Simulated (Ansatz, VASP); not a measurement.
# Two plane-wave programs on Pd

INCAR

```
PREC = Accurate
ENCUT = 520
EDIFF = 1E-7
ISMEAR = 0
SIGMA = 0.027000000000000003
LREAL = False
LASPH = True
NELM = 100
ALGO = Normal
ISIF = 2
LWAVE = False
LCHARG = False
GGA = PE
NBANDS = 11
```

KPOINTS

```
regular mesh
0
Gamma
  12 12 12
```

Contents of POSCAR:

```
Pd
1.0
   -1.5722810000      1.5722810000      1.5722810000
    1.5722810000     -1.5722810000      1.5722810000
    1.5722810000      1.5722810000     -1.5722810000
Pd
1
Direct
    0.0000000000      0.0000000000      0.0000000000
```

File input.yaml:

```yaml
crystal:
  lattice:
    - [-1.572281, 1.572281, 1.572281]
    - [1.572281, -1.572281, 1.572281]
    - [1.572281, 1.572281, -1.572281]
  atoms:
    - { symbol: Pd, position: [0.0, 0.0, 0.0] }
hamiltonian:
  xc: pbe
  pseudopotentials: { kind: paw }
kpoints:
  mp_grid: { grid: [12, 12, 12] }
scf:
  occupations: { method: gaussian, width: 0.027 }
output:
  forces: true
  stress: true
  eigenvalues: true
```

Alike in both runs: task single point; functional PBE; k mesh 12 × 12 × 12; occupations gaussian, width 0.027 eV; no spin polarisation.

```csv
,VASP,Ansatz
version,VASP 6.6.1,Ansatz 0.2.0
potentials or method,"VASP PAW PBE potentials, release 64 (Pd)",Ansatz PAW
plane-wave cutoff (eV),520,420
valence electrons in the cell,10,18
```

```tsv
	VASP	Ansatz	Ansatz less VASP
gap on the k mesh at the Fermi level (eV)	none	none	-
pressure (GPa)	-1.5	-1.2	+0.30
```

A gap of «none» marks a metal or a gap that the smearing closes. VASP's potentials hold 10 valence electrons a cell and Ansatz's 18, so a difference there can come from the potentials and not from the codes.
